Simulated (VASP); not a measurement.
# Tl (Fm-3m) in VASP: a series of runs, part 2 of 2

VASP 6.6.1. Earlier steps stand in the parts before.

### 3 Single point, revPBE (volume scaled by 0.88)

Contents of INCAR:

```
  PREC = Accurate
  ENCUT = 520
  EDIFF = 1E-6
  ISMEAR = -1
  SIGMA = 0.1
  LREAL = F
  LASPH = T
  NELM = 60
  ALGO = Normal
  ISIF = 2
  LWAVE = F
  LCHARG = F
  GGA = RE
  NBANDS = 12
```

Contents of KPOINTS:

```
regular mesh
0
Gamma
  12 12 12
```

Contents of POSCAR:

```
Tl
1.0
    0.0000000000      2.4365454873      2.4365454873
    2.4365454873      0.0000000000      2.4365454873
    2.4365454873      2.4365454873      0.0000000000
Tl
1
Direct
    0.0000000000      0.0000000000      0.0000000000
```

Potentials or basis: VASP PAW PBE potentials, release 64 (Tl_d).

Launch:

```bash
$ cat potpaw_PBE.64/Tl_d/POTCAR > POTCAR
$ mpirun -np 1 vasp_std > vasp.out
```

OUTCAR:

```text
PREC = Accurate
   ENCUT = 520
   EDIFF = 1E-6
   ISMEAR = -1
   LREAL = F
   LASPH = T
   NELM = 60
   ISIF = 2
   GGA = RE

 ion  position               nearest neighbor table
   1  0.000  0.000  0.000-

  LATTYP: Found a face centered cubic cell.
 ALAT       =     4.8730909746

  Lattice vectors:

 A1 = (   0.0000000000,   2.4365454873,   2.4365454873)
 A2 = (   2.4365454873,   0.0000000000,   2.4365454873)
 A3 = (   2.4365454873,   2.4365454873,   0.0000000000)

Analysis of symmetry for initial positions (statically):
=====================================================================
 Subroutine PRICEL returns:
 Original cell was already a primitive cell.

 Routine SETGRP: Setting up the symmetry group for a
 face centered cubic supercell.

 Subroutine GETGRP returns: Found 48 space group operations
 (whereof 48 operations were pure point group operations)
 out of a pool of 48 trial point group operations.

The static configuration has the point symmetry O_h .

Analysis of symmetry for dynamics (positions and initial velocities):
=====================================================================
 Subroutine PRICEL returns:
 Original cell was already a primitive cell.

 Routine SETGRP: Setting up the symmetry group for a
 face centered cubic supercell.

 Subroutine GETGRP returns: Found 48 space group operations
 (whereof 48 operations were pure point group operations)
 out of a pool of 48 trial point group operations.

The dynamic configuration has the point symmetry O_h .

 Subroutine INISYM returns: Found 48 space group operations
 (whereof 48 operations are pure point group operations),
 and found     1 'primitive' translations

----------------------------------------------------------------------------------------

                                     Primitive cell

  volume of cell :      28.9303

[... 107 lines left out ...]
  volume/ion in A,a.u.               =      28.93       195.23
  Fermi-wavevector in a.u.,A,eV,Ry     =   1.253925  2.369574 21.392807  1.572327
  Thomas-Fermi vector in A             =   2.387754
   LORBIT       =      0    0 simple, 1 ext, 2 COOP (PROOUT), +10 PAW based schemes
   GGA     = RE    functional components
   LHFCALC =     F    Hartree Fock is set to
   AEXX    =    0.0000 exact exchange contribution
   IVDW    =     0    specifies the selected vdW correction
   LEPSILON=     F    determine dielectric tensor
   LRPA    =     F    only Hartree local field effects (RPA)
 non-spin polarized calculation
  energy-cutoff  :      520.00
  volume of cell :       28.93
 maximum number of plane-waves:       794
 NGX is ok and might be reduce to    28
   NGX = 13   NGY = 13   NGZ = 13

 number of electron      12.9999999 magnetization

 Free energy of the ion-electron system (eV)
  ---------------------------------------------------
  ext. energy  EPLUGINS =         0.00000000
  ---------------------------------------------------
  free energy    TOTEN  =        -1.85028706 eV

  energy without entropy =       -1.83062769  energy(sigma->0) =       -1.84045737

 E-fermi :   6.5112     XC(G=0): -10.0450

 val. band max:        6.4871675490   @ k =   0.4167   0.4167   0.0000
 cond. band min:       6.5262466713   @ k =   0.5000   0.4167   0.0833
 fundamental gap:      0.0390791222
 Fermi energy:         6.5112229369

 k-point     1 :       0.0000    0.0000    0.0000
  band No.  band energies     occupation
      1      -5.0813      2.00000
      2      -5.0813      2.00000
      3      -5.0813      2.00000
      4      -4.8153      2.00000
      5      -4.8153      2.00000
      6      -3.4001      2.00000
      7      16.7627      0.00000
      8      16.7627      0.00000
      9      16.7627      0.00000
     10      17.4769      0.00000
     11      20.7440      0.00000
     12      21.5537      0.00000
[... 331 lines left out ...]
 k-point    24 :      -0.4167    0.1667    0.0000
  band No.  band energies     occupation
      1      -5.1925      2.00000
      2      -5.0718      2.00000
      3      -4.9617      2.00000
      4      -4.7006      2.00000
      5      -4.6090      2.00000
      6       1.4649      2.00000
      7       4.5253      2.00000
      8      11.0860      0.00000
      9      13.7552      0.00000
     10      16.0862      0.00000
     11      20.8841      0.00000
     12      21.5412      0.00000

 [... further k-points ...]
[... 5 lines left out ...]
  --------------------------------------------------------------------------------------
  -------------------------------------------------------------------------------------
  Total        0.6852469      0.6852469      0.6852469      0.0000000      0.0000000     -0.0000000
  in kB       37.9493307     37.9493307     37.9493307      0.0000000      0.0000000     -0.0000000
  external PRESSURE =      37.9493307 kB  Pullay stress =       0.0000000 kB

 VOLUME and BASIS-vectors are now :
 -----------------------------------------------------------------------------
  energy-cutoff  :      520.00
  volume of cell :       28.93
      direct lattice vectors                 reciprocal lattice vectors
     0.000000000  2.436545487  2.436545487    -0.205208564  0.205208564  0.205208564
     2.436545487  0.000000000  2.436545487     0.205208564 -0.205208564  0.205208564
     2.436545487  2.436545487  0.000000000     0.205208564  0.205208564 -0.205208564

 POSITION                                       TOTAL-FORCE (eV/Angst)
 -----------------------------------------------------------------------------------
      0.00000      0.00000      0.00000         0.000000      0.000000     -0.000000
 -----------------------------------------------------------------------------------
    total drift:                               -0.000000     -0.000000     -0.000000

  FREE ENERGIE OF THE ION-ELECTRON SYSTEM (eV)
  ---------------------------------------------------
  free  energy   TOTEN  =        -1.8502870553 eV

  energy  without entropy=       -1.8306276895  energy(sigma->0) =       -1.84045737
```

Run time: 12 s. Hardware: 1 thread of Intel Xeon Platinum 8488C (Sapphire Rapids), shared host; peak memory 0.17 GiB.

What came out:

```yaml
Free_energy: -1.8503 eV
Pressure: 3.8 GPa
```

Caveat: the PAW data sets were made with another functional, which shifts forces and pressure a little; spin-orbit coupling is left out, which moves the levels of the heavy elements.

### 4 Single point, revPBE (volume scaled by 0.92)

Contents of INCAR:

```
SYSTEM = Tl
  PREC = Accurate
  ENCUT = 520
  EDIFF = 1E-6
  ISMEAR = -1
  SIGMA = 0.1
  LREAL = .False.
  LASPH = .True.
  NELM = 80
  ALGO = Normal
  ISIF = 2
  LWAVE = .False.
  LCHARG = .False.
  GGA = RE
  NBANDS = 12
```

Contents of KPOINTS:

```
regular mesh
0
Gamma
  12 12 12
  0 0 0
```

Contents of POSCAR:

```
Tl
1.0
    0.0000000000      2.4729172002      2.4729172002
    2.4729172002      0.0000000000      2.4729172002
    2.4729172002      2.4729172002      0.0000000000
Tl
1
Direct
    0.0000000000      0.0000000000      0.0000000000
```

Launch:

```bash
$ cat potpaw_PBE.64/Tl_d/POTCAR > POTCAR
$ mpirun -np 1 vasp_std > vasp.out
```

Run time: 12 s. Hardware: 1 thread of Intel Xeon Platinum 8488C (Sapphire Rapids), shared host; peak memory 0.16 GiB.

Results (log left out):

```yaml
Free_energy: -1.8751 eV
Pressure: 2.1 GPa
```

Levels at points of the mesh, in eV from the Fermi level:
```
           k point  band 2  band 3  band 4  band 5  band 6  band 7  band 8  band 9  band 10  band 11
(0.00, 0.00, 0.00)  -11.54  -11.54  -11.30  -11.30   -9.62    9.87    9.87    9.87    10.90    13.68
(0.50, 0.00, 0.00)  -11.53  -11.53  -11.09  -11.09   -5.29   -2.63    7.91    7.91    10.33    11.94
(0.50, 0.50, 0.00)  -11.75  -11.11  -11.03  -11.03   -3.69   -1.60    4.00    4.00     7.26     8.65
```

Caveat: the PAW data sets were made with another functional, which shifts forces and pressure a little; spin-orbit coupling is left out, which moves the levels of the heavy elements.

### 5 Single point, revPBE (volume scaled by 0.96)

Contents of INCAR:

```
SYSTEM = Tl
PREC = Accurate
ENCUT = 520
EDIFF = 1E-6
ISMEAR = -1
SIGMA = 0.1
LREAL = .FALSE.
LASPH = .TRUE.
NELM = 80
ALGO = Normal
ISIF = 2
LWAVE = .FALSE.
LCHARG = .FALSE.
GGA = RE
NBANDS = 12
```

Contents of KPOINTS:

```
Automatic mesh
0
G
  12 12 12
  0 0 0
```

Contents of POSCAR:

```
Tl
1.0
    0.0000000000      2.5082493623      2.5082493623
    2.5082493623      0.0000000000      2.5082493623
    2.5082493623      2.5082493623      0.0000000000
Tl
1
Direct
    0.0000000000      0.0000000000      0.0000000000
```

Launch:

```bash
$ cat potpaw_PBE.64/Tl_d/POTCAR > POTCAR
$ mpirun -np 1 vasp_std > vasp.out
```

Wall time 13 s (1 thread of Intel Xeon Platinum 8488C (Sapphire Rapids), shared host); peak memory 0.16 GiB.

It converged, with:

| Property | Result |
| --- | --- |
| Free energy | -1.8880 eV |
| Pressure | 0.9 GPa |

Levels at points of the mesh, in eV from the Fermi level:
| k point | band 4 | band 5 | band 6 | band 7 | band 8 | band 9 |
| --- | --- | --- | --- | --- | --- | --- |
| (0.00, 0.00, 0.00) | -11.29 | -11.29 | -9.36 | 9.50 | 9.50 | 9.50 |
| (0.50, 0.00, 0.00) | -11.10 | -11.10 | -5.30 | -2.47 | 7.63 | 7.63 |
| (0.50, 0.50, 0.00) | -11.05 | -11.05 | -3.80 | -1.48 | 3.91 | 3.91 |

Caveat: the PAW data sets were made with another functional, which shifts forces and pressure a little; spin-orbit coupling is left out, which moves the levels of the heavy elements.

### 6 Single point, revPBE

Contents of INCAR:

```
PREC = Accurate
ENCUT = 520
EDIFF = 1E-6
ISMEAR = -1
SIGMA = 0.1
LREAL = F
LASPH = T
NELM = 100
ALGO = Normal
ISIF = 2
LWAVE = F
LCHARG = T
GGA = RE
LELF = T
LVHAR = T
NBANDS = 12
```

Contents of KPOINTS:

```
regular mesh
0
Gamma
  12 12 12
```

Contents of POSCAR:

```
Tl
1.0
    0.0000000000      2.5426132128      2.5426132128
    2.5426132128      0.0000000000      2.5426132128
    2.5426132128      2.5426132128      0.0000000000
Tl
1
Direct
    0.0000000000      0.0000000000      0.0000000000
```

Potentials or basis: VASP PAW PBE potentials, release 64 (Tl_d).

Launch:

```bash
$ cat potpaw_PBE.64/Tl_d/POTCAR > POTCAR
$ mpirun -np 1 vasp_std > vasp.out
```

Wall time 14 s (1 thread of Intel Xeon Platinum 8488C (Sapphire Rapids), shared host); peak memory 0.17 GiB.

The run converged. Its results:

| Property | Result |
| --- | --- |
| Free energy | -1.8918 eV |
| Pressure | -0.1 GPa |

Levels at points of the mesh, in eV from the Fermi level:
```csv
k point,band 3,band 4,band 5,band 6,band 7,band 8,band 9,band 10
"(0.00, 0.00, 0.00)",-11.48,-11.29,-11.29,-9.13,9.15,9.15,9.15,10.73
"(0.50, 0.00, 0.00)",-11.47,-11.12,-11.12,-5.32,-2.33,7.36,7.36,10.16
"(0.50, 0.50, 0.00)",-11.13,-11.07,-11.07,-3.90,-1.38,3.82,3.82,6.86
```

Caveat: the PAW data sets were made with another functional, which shifts forces and pressure a little; spin-orbit coupling is left out, which moves the levels of the heavy elements.

### 7 Summary

| cell | k mesh | gap on the mesh (eV) | pressure (GPa) |
| --- | --- | --- | --- |
| a = 3.596 Å, angles 60.0°, 1 atom | 11 × 11 × 11 | none | -0.1 |
| a = 3.446 Å, angles 60.0°, 1 atom | 12 × 12 × 12 | none | 3.8 |
| a = 3.497 Å, angles 60.0°, 1 atom | 12 × 12 × 12 | none | 2.1 |
| a = 3.547 Å, angles 60.0°, 1 atom | 12 × 12 × 12 | none | 0.9 |
| a = 3.596 Å, angles 60.0°, 1 atom | 12 × 12 × 12 | none | -0.1 |

Alike in all rows: task single point; level revPBE; potentials or basis VASP PAW PBE potentials, release 64 (Tl_d); no spin polarisation; cutoff (eV) 520; smearing fermi-dirac 0.1 eV.

Caveats: the PAW data sets were made with another functional, which shifts forces and pressure a little; spin-orbit coupling is left out, which moves the levels of the heavy elements.

Absolute energies hang on the potentials; compare differences alone.
